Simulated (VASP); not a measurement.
A run of VASP 6.6.1 is set up as follows.

File INCAR:

```
SYSTEM = Cd
PREC     = Accurate       ! precision mode
ENCUT    = 520            ! plane-wave cutoff, eV
EDIFF    = 1E-6           ! SCF threshold, eV
ISMEAR   = -1             ! smearing method
SIGMA    = 0.05           ! smearing width, eV
LREAL    = .False.        ! projectors in reciprocal space
LASPH    = .True.         ! aspherical terms in the spheres
NELM     = 60             ! most SCF steps
ALGO     = Normal         ! electronic algorithm
ISIF     = 2              ! what is computed and relaxed
LWAVE    = .False.        ! write WAVECAR
LCHARG   = .False.        ! write CHGCAR
NBANDS   = 19             ! bands
```

File KPOINTS:

```
Automatic mesh
0
Gamma
  16 16 7
  0 0 0
```

Contents of POSCAR:

```
Cd
1.0
    2.9788725081      0.0000000000      0.0000000000
   -1.4894362540      2.5797792666      0.0000000000
    0.0000000000      0.0000000000      5.6176500000
Cd
2
Direct
    0.3333333333      0.6666666667      0.2500000000
    0.6666666667      0.3333333333      0.7500000000
```

Potentials or basis: VASP PAW LDA potentials, release 64 (Cd).

The run is started by

```console
$ cat potpaw_LDA.64/Cd/POTCAR > POTCAR
$ mpirun -np 1 vasp_std > vasp.out
```

(1) Estimate the pressure.

(2) Predict the band gap on the k mesh.

Results:

(1) -3.9 GPa.

(2) zero (band 12 reaches 3.63 eV, above the bottom of band 13 at -0.31 eV).
